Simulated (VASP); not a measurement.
# InP (I-4m2) in VASP: single point with PBE

Aim: the single point of InP with PBE.

All numbers are computed with VASP 6.6.1; they aren't measurements. Logs are shortened: lines on timing, memory, paths and dates and some standing lists are left out, and cuts for length are marked.

## Step 1: The cell of the first run

It takes space group I-4m2 (No. 119, tetragonal). The conventional cell has a = 4.144 Å, b = 4.144 Å, c = 5.627 Å, α = 90.00°, β = 90.00°, γ = 90.00°. Within 3.3 Å of In (site symmetry -4m2) lie 4 P at 2.50 Å. Within 3.3 Å of P (site symmetry -4m2) lie 4 In at 2.50 Å.

## Step 2: Single point, PBE (strain -0.0400 x Voigt [0, 1, 0, 0, 0, 0])

File INCAR:

```
PREC = Accurate
ENCUT = 520
EDIFF = 1E-6
ISMEAR = 0
SIGMA = 0.05
LREAL = False
LASPH = True
NELM = 100
ALGO = Normal
ISIF = 2
LWAVE = False
LCHARG = True
GGA = PE
LELF = True
LVHAR = True
NBANDS = 16
```

File KPOINTS:

```
regular mesh
0
Gamma
  8 8 8
```

File POSCAR:

```
InP
1.0
    0.0000000000      2.8132800000      2.9305000000
    2.9305000000      0.0000000000      2.9305000000
    2.9305000000      2.8132800000      0.0000000000
In P
1 1
Direct
    0.0000000000      0.0000000000      0.0000000000
    0.7500000000      0.7500000000      0.7500000000
```

Potentials or basis: VASP PAW PBE potentials, release 64 (In_d, P).

Launch:

```console
cat potpaw_PBE.64/In_d/POTCAR potpaw_PBE.64/P/POTCAR > POTCAR
mpirun -np 1 vasp_std > vasp.out
```

OUTCAR:

```text
PREC = Accurate
   ENCUT = 520
   EDIFF = 1E-6
   ISMEAR = 0
   LREAL = False
   LASPH = True
   NELM = 100
   ISIF = 2
   GGA = PE

 ion  position               nearest neighbor table
   1  0.000  0.000  0.000-   2 2.50   2 2.50   2 2.50   2 2.50
   2  0.750  0.750  0.750-   1 2.50   1 2.50   1 2.50   1 2.50

  LATTYP: Found a body centered tetragonal cell.
 ALAT       =     4.1443528445
 C/A-ratio  =     1.3576450199

  Lattice vectors:

 A1 = (   0.0000000000,  -2.8132800000,   2.9305000000)
 A2 = (   0.0000000000,  -2.8132800000,  -2.9305000000)
 A3 = (   2.9305000000,   2.8132800000,   0.0000000000)

Analysis of symmetry for initial positions (statically):
=====================================================================
 Subroutine PRICEL returns:
 Original cell was already a primitive cell.

 Routine SETGRP: Setting up the symmetry group for a
 body centered tetragonal supercell.

 Subroutine GETGRP returns: Found  8 space group operations
 (whereof  8 operations were pure point group operations)
 out of a pool of 16 trial point group operations.

The static configuration has the point symmetry D_2d.

Analysis of symmetry for dynamics (positions and initial velocities):
=====================================================================
 Subroutine PRICEL returns:
 Original cell was already a primitive cell.

 Routine SETGRP: Setting up the symmetry group for a
 body centered tetragonal supercell.

 Subroutine GETGRP returns: Found  8 space group operations
 (whereof  8 operations were pure point group operations)
 out of a pool of 16 trial point group operations.

The dynamic configuration has the point symmetry D_2d.

 Subroutine INISYM returns: Found  8 space group operations
 (whereof  8 operations are pure point group operations),
 and found     1 'primitive' translations

----------------------------------------------------------------------------------------

                                     Primitive cell

  volume of cell :      48.3199

  direct lattice vectors                    reciprocal lattice vectors
     0.000000000  2.813280000  2.930500000    -0.170619348  0.177728488  0.170619348
     2.930500000  0.000000000  2.930500000     0.170619348 -0.177728488  0.170619348
     2.930500000  2.813280000  0.000000000     0.170619348  0.177728488 -0.170619348

  length of vectors
     4.062311486  4.144352845  4.062311486     0.299682064  0.299682064  0.299682064

  position of ions in fractional coordinates (direct lattice)
     0.000000000  0.000000000  0.000000000
     0.750000000  0.750000000  0.750000000

  ion indices of the primitive-cell ions
   primitive index   ion index
                 1           1
                 2           2

----------------------------------------------------------------------------------------

 KPOINTS: regular mesh

Automatic generation of k-mesh.
 Grid dimensions read from file:
 generate k-points for:    8    8    8

 Generating k-lattice:

  Cartesian coordinates                     Fractional coordinates (reciprocal lattice)
    -0.021327419  0.022216061  0.021327419     0.125000000  0.000000000  0.000000000
     0.021327419 -0.022216061  0.021327419     0.000000000  0.125000000  0.000000000
     0.021327419  0.022216061 -0.021327419     0.000000000  0.000000000  0.125000000

  Length of vectors
     0.037460258  0.037460258  0.037460258

  Shift w.r.t. Gamma in fractional coordinates (k-lattice)
     0.000000000  0.000000000  0.000000000

 Subroutine IBZKPT returns following result:
 ===========================================

 Found     59 irreducible k-points:

 Following reciprocal coordinates:
            Coordinates               Weight
  0.000000  0.000000  0.000000      1.000000
  0.125000  0.000000 -0.000000      8.000000
  0.250000  0.000000 -0.000000      8.000000
  0.375000  0.000000 -0.000000      8.000000
  0.500000  0.000000 -0.000000      4.000000
  0.125000  0.125000  0.000000      4.000000
[... 16 lines left out ...]
  0.250000  0.000000  0.125000      8.000000
  0.375000  0.000000  0.125000      8.000000
 [... further k-points ...]
   k-points           NKPTS =     59   k-points in BZ     NKDIM =     59   number of bands    NBANDS=     16
   number of dos      NEDOS =    301   number of ions     NIONS =      2
   total plane-waves  NPLWV =  28800
   dimension x,y,z NGX =    30 NGY =   32 NGZ =   30
   dimension x,y,z NGXF=    60 NGYF=   64 NGZF=   60
   ions per type =               1   1
   NGX,Y,Z   is equivalent  to a cutoff of  12.28, 12.84, 12.28 a.u.
   NGXF,Y,Z  is equivalent  to a cutoff of  24.55, 25.67, 24.55 a.u.
 SYSTEM =  unknown system
   PREC   = accura    normal or accurate (medium, high low for compatibility)
   ISTART =      0    job   : 0-new  1-cont  2-samecut
   ICHARG =      2    charge: 1-file 2-atom 10-const
   ISPIN  =      1    spin polarized calculation?
   LNONCOLLINEAR =      F non collinear calculations
   LSORBIT =      F    spin-orbit coupling
   LASPH  =      T    aspherical Exc in radial PAW
   ENCUT  =  520.0 eV  38.22 Ry    6.18 a.u.   7.55  7.71  7.55*2*pi/ulx,y,z
   NELM   =    100;   NELMIN=  2; NELMDL= -5     # of ELM steps
   EDIFF  = 0.1E-05   stopping-criterion for ELM
   LREAL  =      F    real-space projection
   EDIFFG = 0.1E-04   stopping-criterion for IOM
   NSW    =      0    number of steps for IOM
   IBRION =     -1    ionic relax: 0-MD 1-quasi-New 2-CG
   NFREE  =      0    steps in history (QN), initial steepest desc. (CG)
   ISIF   =      2    stress and relaxation
   ISYM   =      2    0-nonsym 1-usesym 2-fastsym
   POTIM  = 0.5000    time-step for ionic-motion
   TEBEG  =    0.0;   TEEND  =   0.0 temperature during run
   PSTRESS=    0.0 pullay stress
   NELECT =      18.0000    total number of electrons
   NUPDOWN=      -1.0000    fix difference up-down
   EMIN   =  10.00;   EMAX   =-10.00  energy-range for DOS
   EFERMI =   0.00;   METHOD = LEGACY
   ISMEAR =     0;   SIGMA  =   0.05  broadening in eV -4-tet -1-fermi 0-gaus
   EFERMI_NEDOS =   21; number of points for ismear=-14 and -15
   IALGO  =     38    algorithm
   IMIX   =      4    mixing-type and parameters
     AMIX     =   0.40;   BMIX     =  1.00
     AMIX_MAG =   1.60;   BMIX_MAG =  1.00
  volume/ion in A,a.u.               =      24.16       163.04
  Fermi-wavevector in a.u.,A,eV,Ry     =   1.177941  2.225986 18.878695  1.387545
  Thomas-Fermi vector in A             =   2.314279
   LORBIT       =      0    0 simple, 1 ext, 2 COOP (PROOUT), +10 PAW based schemes
   GGA     = PE    functional components
   LHFCALC =     F    Hartree Fock is set to
   AEXX    =    0.0000 exact exchange contribution
   IVDW    =     0    specifies the selected vdW correction
   LEPSILON=     F    determine dielectric tensor
   LRPA    =     F    only Hartree local field effects (RPA)
 non-spin polarized calculation
 Gauss-broadening in eV      SIGMA  =   0.05
  energy-cutoff  :      520.00
  volume of cell :       48.32
 maximum number of plane-waves:      1325
   NGX = 15   NGY = 15   NGZ = 15

 number of electron      17.9999997 magnetization

 Free energy of the ion-electron system (eV)
  ---------------------------------------------------
  ext. energy  EPLUGINS =         0.00000000
  ---------------------------------------------------
  free energy    TOTEN  =        -8.31296813 eV

  energy without entropy =       -8.31296813  energy(sigma->0) =       -8.31296813

 E-fermi :   5.9900     XC(G=0):  -9.4674

 val. band max:        5.7685468660   @ k =   0.0000   0.0000   0.0000
 cond. band min:       6.5732140903   @ k =   0.0000   0.0000   0.0000
 fundamental gap:      0.8046672243
 Fermi energy:         5.9900155993

 k-point     1 :       0.0000    0.0000    0.0000
  band No.  band energies     occupation
      1      -8.6347      2.00000
      2      -8.6347      2.00000
      3      -8.6169      2.00000
      4      -8.4583      2.00000
      5      -8.4546      2.00000
      6      -6.1544      2.00000
[... 8 lines left out ...]
     15      14.8436      0.00000
     16      15.4427      0.00000

 k-point     2 :       0.1250    0.0000   -0.0000
  band No.  band energies     occupation
      1      -8.6529      2.00000
      2      -8.6259      2.00000
      3      -8.6133      2.00000
      4      -8.4589      2.00000
      5      -8.4537      2.00000
      6      -5.9637      2.00000
[... 8 lines left out ...]
     15      14.6301      0.00000
     16      15.2570      0.00000

 k-point     3 :       0.2500    0.0000   -0.0000
  band No.  band energies     occupation
      1      -8.7031      2.00000
      2      -8.6077      2.00000
      3      -8.5965      2.00000
      4      -8.4580      2.00000
      5      -8.4485      2.00000
      6      -5.4306      2.00000
[... 8 lines left out ...]
     15      14.2712      0.00000
     16      14.9893      0.00000

 k-point     4 :       0.3750    0.0000   -0.0000
  band No.  band energies     occupation
      1      -8.7501      2.00000
      2      -8.5943      2.00000
      3      -8.5830      2.00000
      4      -8.4526      2.00000
      5      -8.4379      2.00000
      6      -4.7101      2.00000
[... 8 lines left out ...]
     15      15.2725      0.00000
     16      15.3128      0.00000

 k-point     5 :       0.5000    0.0000   -0.0000
  band No.  band energies     occupation
      1      -8.7688      2.00000
      2      -8.5903      2.00000
      3      -8.5788      2.00000
      4      -8.4488      2.00000
      5      -8.4318      2.00000
      6      -4.2906      2.00000
[... 8 lines left out ...]
     15      16.2382      0.00000
     16      16.5333      0.00000

 k-point     6 :       0.1250    0.1250    0.0000
  band No.  band energies     occupation
      1      -8.6722      2.00000
      2      -8.6167      2.00000
      3      -8.6019      2.00000
      4      -8.4622      2.00000
      5      -8.4514      2.00000
      6      -5.9074      2.00000
[... 8 lines left out ...]
     15      15.2970      0.00000
     16      15.6770      0.00000

 k-point     7 :       0.2500    0.1250   -0.0000
  band No.  band energies     occupation
      1      -8.7110      2.00000
      2      -8.5991      2.00000
      3      -8.5868      2.00000
      4      -8.4664      2.00000
      5      -8.4461      2.00000
      6      -5.4941      2.00000
[... 8 lines left out ...]
     15      15.1655      0.00000
     16      16.3110      0.00000

 k-point     8 :       0.3750    0.1250   -0.0000
  band No.  band energies     occupation
      1      -8.7502      2.00000
      2      -8.5876      2.00000
      3      -8.5733      2.00000
      4      -8.4620      2.00000
      5      -8.4403      2.00000
      6      -4.8234      2.00000
[... 8 lines left out ...]
     15      15.5752      0.00000
     16      15.9786      0.00000

 k-point     9 :       0.5000    0.1250   -0.0000
  band No.  band energies     occupation
      1      -8.7722      2.00000
      2      -8.5837      2.00000
      3      -8.5686      2.00000
      4      -8.4531      2.00000
      5      -8.4376      2.00000
      6      -4.2295      2.00000
[... 8 lines left out ...]
     15      16.2347      0.00000
     16      16.4828      0.00000
[... 172 lines left out ...]
 k-point    19 :       0.5000    0.3750   -0.0000
  band No.  band energies     occupation
      1      -8.8246      2.00000
      2      -8.5282      2.00000
      3      -8.5162      2.00000
      4      -8.4997      2.00000
      5      -8.4248      2.00000
      6      -3.7865      2.00000
[... 8 lines left out ...]
     15      16.5866      0.00000
     16      17.8756      0.00000

 k-point    20 :      -0.3750    0.3750   -0.0000
  band No.  band energies     occupation
      1      -8.8092      2.00000
      2      -8.5470      2.00000
      3      -8.5243      2.00000
      4      -8.4839      2.00000
      5      -8.4357      2.00000
      6      -3.6235      2.00000
[... 8 lines left out ...]
     15      15.7095      0.00000
     16      18.6765      0.00000

 k-point    21 :       0.5000    0.5000    0.0000
  band No.  band energies     occupation
      1      -8.8395      2.00000
      2      -8.5132      2.00000
      3      -8.5123      2.00000
      4      -8.5037      2.00000
      5      -8.4191      2.00000
      6      -3.6437      2.00000
[... 8 lines left out ...]
     15      16.4073      0.00000
     16      17.6330      0.00000

 k-point    22 :       0.1250    0.0000    0.1250
  band No.  band energies     occupation
      1      -8.6583      2.00000
      2      -8.6173      2.00000
      3      -8.6173      2.00000
      4      -8.4669      2.00000
      5      -8.4477      2.00000
      6      -5.8885      2.00000
[... 8 lines left out ...]
     15      14.9993      0.00000
     16      15.7782      0.00000

 k-point    23 :       0.2500    0.0000    0.1250
  band No.  band energies     occupation
      1      -8.7045      2.00000
      2      -8.5980      2.00000
      3      -8.5976      2.00000
      4      -8.4736      2.00000
      5      -8.4401      2.00000
      6      -5.4597      2.00000
[... 8 lines left out ...]
     15      15.0146      0.00000
     16      16.1559      0.00000

 k-point    24 :       0.3750    0.0000    0.1250
  band No.  band energies     occupation
      1      -8.7494      2.00000
      2      -8.5821      2.00000
      3      -8.5821      2.00000
      4      -8.4719      2.00000
      5      -8.4315      2.00000
      6      -4.7832      2.00000
[... 8 lines left out ...]
     15      15.8444      0.00000
     16      15.8772      0.00000

 [... further k-points ...]

------------------------ aborting loop because EDIFF is reached ----------------------------------------

  FORCE on cell =-STRESS in cart. coord.  units (eV):
  Direction    XX          YY          ZZ          XY          YZ          ZX
  --------------------------------------------------------------------------------------
  -------------------------------------------------------------------------------------
  Total        1.8313093      2.2522425      1.8313093      0.0000000      0.0000000      0.0000000
  in kB       60.7219738     74.6791419     60.7219738      0.0000000      0.0000000      0.0000000
  external PRESSURE =      65.3743632 kB  Pullay stress =       0.0000000 kB

 VOLUME and BASIS-vectors are now :
 -----------------------------------------------------------------------------
  energy-cutoff  :      520.00
  volume of cell :       48.32
      direct lattice vectors                 reciprocal lattice vectors
     0.000000000  2.813280000  2.930500000    -0.170619348  0.177728488  0.170619348
     2.930500000  0.000000000  2.930500000     0.170619348 -0.177728488  0.170619348
     2.930500000  2.813280000  0.000000000     0.170619348  0.177728488 -0.170619348

 POSITION                                       TOTAL-FORCE (eV/Angst)
 -----------------------------------------------------------------------------------
      0.00000      0.00000      0.00000         0.000000      0.000000      0.000000
      4.39575      4.21992      4.39575         0.000000     -0.000000      0.000000
 -----------------------------------------------------------------------------------
    total drift:                               -0.000001     -0.000009     -0.000001

  FREE ENERGIE OF THE ION-ELECTRON SYSTEM (eV)
  ---------------------------------------------------
  free  energy   TOTEN  =        -8.3129681328 eV

  energy  without entropy=       -8.3129681328  energy(sigma->0) =       -8.31296813
```

It took 21 s on 1 thread of Intel Xeon 6975P-C (Granite Rapids), shared host; peak memory 0.2 GiB.

Results:

```yaml
Free_energy: -8.3130 eV
Pressure: 6.5 GPa
Band_gap_on_the_k_mesh: 0.80 eV, direct
```

Caveat: the cell differs from its parent crystal (strain -0.0400 x Voigt [0, 1, 0, 0, 0, 0]); spin-orbit coupling is left out, which moves the levels of the heavy elements.
